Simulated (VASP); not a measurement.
# LiBr: single point with PBEsol

Crystal: LiBr.

```
Li Br
1.0
     2.70613    2.70613    0.00000
    -2.70613    2.70613    0.00000
     0.00000    2.70613    2.70613
Li Br
1 1
Direct
  0.00000 0.00000 0.00000
  0.50000 0.50000 0.00000
```

```
Program             : VASP 6.6.1
Task                : single point
Functional          : PBEsol
Potentials or basis : VASP PAW PBE potentials, release 64 (Li_sv, Br)
Cutoff              : 750 eV
k mesh              : 12 × 12 × 12
Occupations         : fermi-dirac, width 0.1 eV
Spin                : no spin polarisation
```

The pressure is 0.0 GPa. The band gap on the k mesh is 4.98 eV (least direct gap 4.98 eV).

Levels at points of the mesh, in eV from the valence-band top:
```
           k point  band 3  band 4  band 5  band 6  band 7  band 8
(0.00, 0.00, 0.00)   -0.01   -0.01   -0.01    4.98   10.42   10.42
(0.50, 0.00, 0.00)   -3.15   -0.30   -0.30    5.47    8.03    8.03
(0.50, 0.50, 0.00)   -3.17   -1.26   -1.26    6.22    6.85   11.89
```

It took 24 s on 1 thread of Intel(R) Xeon(R) 6975P-C (Granite Rapids), on a shared host, peak memory 0.23 GiB.

Caveat: the PAW data sets were made with another functional, which shifts forces and pressure a little. A k mesh can miss the band edges.
